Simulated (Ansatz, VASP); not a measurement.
Given: the input of a run of VASP 6.6.1 on Sn.

INCAR

```
SYSTEM = Sn
ALGO     = Normal         ! electronic algorithm
EDIFF    = 1E-6           ! SCF threshold, eV
ENCUT    = 500            ! plane-wave cutoff, eV
GGA      = PE             ! functional
GGA_COMPAT= .FALSE.      
ISIF     = 2              ! what is computed and relaxed
ISMEAR   = 0              ! smearing method
LASPH    = .TRUE.         ! aspherical terms in the spheres
LCHARG   = .TRUE.         ! write CHGCAR
LELF     = .TRUE.         ! ELF
LREAL    = .FALSE.        ! projectors in reciprocal space
LVHAR    = .TRUE.       
LWAVE    = .FALSE.        ! write WAVECAR
NBANDS   = 13             ! bands
NELM     = 120            ! most SCF steps
PREC     = Accurate       ! precision mode
SIGMA    = 0.014          ! smearing width, eV
```

File KPOINTS:

```
k-points
0
G
  10 10 10
  0 0 0
```

POSCAR

```
Sn
1.0
   -1.8946518192      1.8946518192      1.8946518192
    1.8946518192     -1.8946518192      1.8946518192
    1.8946518192      1.8946518192     -1.8946518192
Sn
1
Direct
    0.0000000000      0.0000000000      0.0000000000
```

Potentials or basis: VASP PAW PBE potentials, release 64 (Sn_d).

Command:

```sh
$ cat potpaw_PBE.64/Sn_d/POTCAR > POTCAR
$ mpirun -np 1 vasp_std > vasp.out
```

Translate it to Ansatz 0.2.0. Potentials there: Ansatz PAW.

As run (the cutoff follows the program's own potentials):

File input.yaml:

```yaml
crystal:
  lattice:
    - [-1.8946518192, 1.8946518192, 1.8946518192]
    - [1.8946518192, -1.8946518192, 1.8946518192]
    - [1.8946518192, 1.8946518192, -1.8946518192]
  atoms:
    - { symbol: Sn, position: [0.0, 0.0, 0.0] }
hamiltonian:
  xc: pbe
  pseudopotentials: { kind: paw }
kpoints:
  mp_grid: { grid: [10, 10, 10] }
scf:
  occupations: { method: gaussian, width: 0.014 }
output:
  forces: true
  stress: true
  eigenvalues: true
```

Potentials or basis: Ansatz PAW.

Run with:

```bash
$ ansatz run input.yaml --threads 2 --pin off --max-ram 5632MiB --backend cpu --events-out ev --progress --plain --runs-dir out
```

Both were run:

|  | VASP | Ansatz | Ansatz less VASP |
| --- | --- | --- | --- |
| gap on the k mesh at the Fermi level (eV) | none | none | - |
| pressure (GPa) | 0.6 | 0.7 | +0.05 |

A gap of «none» marks a metal or a gap that the smearing closes. The functional is the same, so the differences come from potentials, cutoffs and numerics.
